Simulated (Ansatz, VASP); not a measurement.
MgBe2S3 in VASP and in Ansatz

File INCAR:

```
PREC = Accurate ; ENCUT = 600
EDIFF = 1E-7 ; ISMEAR = 0
SIGMA = 0.1 ; LREAL = False
LASPH = True ; NELM = 60
ALGO = Normal ; ISIF = 3
LWAVE = False ; LCHARG = False
GGA = PE ; IBRION = 2
NSW = 90 ; EDIFFG = -0.04
```

Contents of KPOINTS:

```
Automatic mesh
0
Gamma
  4 4 6
```

Contents of POSCAR:

```
MgBe2S3
1.0
    2.2193914351     -7.3242847580      0.0000000000
    2.2193914351      7.3242847580      0.0000000000
    0.0000000000      0.0000000000      3.0996863112
Mg Be S
1 2 3
Direct
    0.0000000000      0.0000000000      0.0000000000
    0.5000000000      0.0000000000      0.5000000000
    0.0000000000      0.5000000000      0.5000000000
    0.8226741488      0.1773258512      0.0000000000
    0.1773258512      0.8226741488      0.0000000000
    0.5000000000      0.5000000000      0.5000000000
```

Input for Ansatz:

```yaml
crystal:
  lattice:
    - [2.2193914351, -7.324284758, 0.0]
    - [2.2193914351, 7.324284758, 0.0]
    - [0.0, 0.0, 3.0996863112]
  atoms:
    - { symbol: Mg, position: [0.0, 0.0, 0.0] }
    - { symbol: Be, position: [0.5, 0.0, 0.5] }
    - { symbol: Be, position: [0.0, 0.5, 0.5] }
    - { symbol: S, position: [0.8226741488, 0.1773258512, 0.0] }
    - { symbol: S, position: [0.1773258512, 0.8226741488, 0.0] }
    - { symbol: S, position: [0.5, 0.5, 0.5] }
basis:
  ecutwfc: 420
kpoints:
  mp_grid: { grid: [4, 4, 6] }
hamiltonian:
  xc: pbe
scf:
  occupations: { method: gaussian, width: 0.1 }
  lower_state_search: "off"
output:
  forces: true
  stress: true
  eigenvalues: true
relax:
  adjacent_minimum: "off"
  f_tol: 0.04
  max_steps: 70
  cell: { stress_tol: 0.4 }
```

Change from the starting cell: species swapped into the LaAl2Cu3 type (Cmmm, No. 65).

Alike in both runs: task relaxation of cell and atoms; functional PBE; k mesh 4 × 4 × 6; occupations gaussian, width 0.1 eV; no spin polarisation.

```csv
,VASP,Ansatz
version,VASP 6.6.1,Ansatz 0.2.0
potentials or method,"VASP PAW PBE potentials, release 64 (Mg, Be, S), cutoff 600 eV","scalar-relativistic, plane waves, PAW"
valence electrons in the cell,24,32
```

Ansatz gave:

* gap on the k mesh at the Fermi level, each at its own relaxed structure (eV): none
* relaxed volume (Å³/atom): 16.83
* relaxed cell length with the largest relative difference (Å): 3.123

Estimate VASP's values.

gap on the k mesh at the Fermi level, each at its own relaxed structure (eV): none; relaxed volume (Å³/atom): 16.84; relaxed cell length with the largest relative difference (Å): 3.125.

A gap of «none» marks a metal or a gap that the smearing closes. VASP's potentials hold 24 valence electrons a cell and Ansatz's 32, so a difference there can come from the potentials and not from the codes.

The k mesh is coarse, so the values compare programs but aren't converged.
